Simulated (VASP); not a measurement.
CdSe: single point with PBE

Crystal: CdSe.

```
Cd Se
1.0
     0.00000    2.81003    2.81003
     2.81003    0.00000    2.81003
     2.81003    2.81003    0.00000
Cd Se
1 1
Direct
  0.00000 0.00000 0.00000
  0.50000 0.50000 0.50000
```

```
Program                : VASP 6.6.1
Task                   : single point
Functional             : PBE
Potentials or basis    : VASP PAW PBE potentials, release 64 (Cd, Se)
Cutoff                 : 520 eV
k mesh                 : 12 × 12 × 12
Occupations            : gaussian, width 0.1 eV
Spin                   : no spin polarisation
Dipole correction      : no
Further INCAR settings : ALGO = Normal; EDIFF = 1e-06; NBANDS = 16
```

```json
{"Pressure": "4.8 GPa", "Band gap on the k mesh": "zero (bands 9 and 10 overlap by 0.45 eV)"}
```

Levels at points of the mesh, in eV from the Fermi level:
| k point | band 5 | band 6 | band 7 | band 8 | band 9 | band 10 | band 11 | band 12 | band 13 | band 14 |
| --- | --- | --- | --- | --- | --- | --- | --- | --- | --- | --- |
| (0.00, 0.00, 0.00) | -8.06 | -8.06 | -0.74 | -0.74 | -0.74 | 0.33 | 8.67 | 8.67 | 8.67 | 10.10 |
| (0.50, 0.00, 0.00) | -7.90 | -7.90 | -5.30 | -0.07 | -0.07 | 2.96 | 5.22 | 5.22 | 6.41 | 11.48 |
| (0.50, 0.50, 0.00) | -7.84 | -7.25 | -4.54 | -2.33 | -2.33 | -0.49 | 5.35 | 10.17 | 10.77 | 10.77 |

It took 70 s on 1 thread of Intel Xeon 8259CL, with other jobs on the host, peak memory 0.2 GiB.

Caveat: the cell stands under pressure; semilocal functionals underestimate gaps, so a narrow gap can read as zero.
